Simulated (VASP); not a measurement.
GaP, 2 atoms in the cell. It takes space group I-4m2 (No. 119, tetragonal). The conventional cell has a = 3.854 Å, b = 3.854 Å, c = 5.560 Å, α = 90.00°, β = 90.00°, γ = 90.00°. Within 3.1 Å of Ga (site symmetry -4m2) lie 4 P at 2.38 Å. P (site symmetry -4m2) has 4 Ga at 2.38 Å within 3.1 Å.  This cell differs from its parent crystal: uniaxial z strain +2.0%.

| Property | Result |
| --- | --- |
| Program | VASP 6.6.1 |
| Task | single point |
| Functional | PBE |
| Potentials or basis | VASP PAW PBE potentials, release 64 (Ga_d, P) |
| Cutoff | 520 eV |
| k mesh | 8 × 8 × 8 |
| Occupations | fermi-dirac, width 0.02 eV |
| Spin | no spin polarisation |
| Dipole correction | no |
| Further INCAR settings | ALGO = Normal; EDIFF = 1e-07; NBANDS = 16 |

Potentials or basis: VASP PAW PBE potentials, release 64 (Ga_d, P).

The run is started by

```console
$ cat potpaw_PBE.64/Ga_d/POTCAR potpaw_PBE.64/P/POTCAR > POTCAR
$ mpirun -np 1 vasp_std > vasp.out
```

Hardware: 1 thread of Intel Xeon 6975P-C, on a shared host.

Estimate the wall time of this run.

Run time: 43 s on 1 thread of Intel Xeon 6975P-C (shared host), peak memory 0.19 GiB. Counts: scf iterations 14, k points 59.
